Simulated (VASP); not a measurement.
S: relaxation of cell and atoms with PBE

Crystal: S.

```xyz
1
Lattice="-1.1872 1.1872 4.0926 1.1872 -1.1872 4.0926 1.1872 1.1872 -4.0926" Properties=species:S:1:pos:R:3 pbc="T T T"
S     0.0000    0.0000    0.0000
```

```
Program                : VASP 6.6.1
Task                   : relaxation of cell and atoms
Functional             : PBE
Potentials or basis    : VASP PAW PBE potentials, release 64 (S)
Cutoff                 : 600 eV
k mesh                 : 24 × 24 × 24
Occupations            : gaussian, width 0.1 eV
Spin                   : no spin polarisation
Dipole correction      : no
Further INCAR settings : ALGO = Normal; EDIFF = 1e-07; IBRION = 2; EDIFFG = -0.01; NSW = 100; ISIF = 3
```

```yaml
Relaxed_volume: 24.19 Å³/atom
Relaxed_cell: a = 4.642 Å, b = 4.642 Å, c = 4.642 Å, α = 150.50°, β = 150.50°, γ = 42.20°
Space_group_after_relaxing_to_0.1_Å: I4/mmm (No. 139)
Energy_gained_by_relaxing: 1.7 meV/atom
Ionic_steps: 8
Pressure_after_relaxing: 0.0 GPa
Band_gap_on_the_k_mesh: zero (bands 3 and 4 overlap by 6.02 eV)
```

The path:
```tsv
step	energy change (eV)	largest force (eV/Å)	pressure (GPa)	volume (Å³)
1	0.0000	0.0000	-0.78	23.07
2	-0.0003	0.0000	0.80	22.70
3	-0.0009	0.0000	0.08	22.86
4	-0.0010	0.0000	0.08	22.89
5	-0.0011	0.0000	0.07	22.98
6	-0.0012	0.0000	0.06	23.15
7	-0.0015	0.0000	0.03	23.50
8	-0.0017	0.0000	-0.01	24.19
```

Final structure:
```
S
1.0
    -1.18165    1.18165    4.33052
     1.18165   -1.18165    4.33052
     1.18165    1.18165   -4.33052
S
1
Direct
  0.00000 0.00000 0.00000
```

Levels at points of the mesh, in eV from the Fermi level:
```
           k point  band 1  band 2  band 3  band 4  band 5  band 6  band 7
(0.00, 0.00, 0.00)  -16.74   -4.47    3.58    4.54    4.54    8.77   13.82
(0.50, 0.00, 0.00)  -12.53   -8.09   -1.48    5.48    6.77   11.02   12.08
(0.50, 0.50, 0.00)   -7.91   -5.12   -5.09    1.45    3.55    9.29   10.24
(0.50, 0.50, 0.50)  -16.69   -5.26    4.52    4.52    8.40    8.74    9.39
```

It took 58 min on 1 thread of Intel Xeon 8259CL (shared host), peak memory 0.36 GiB.
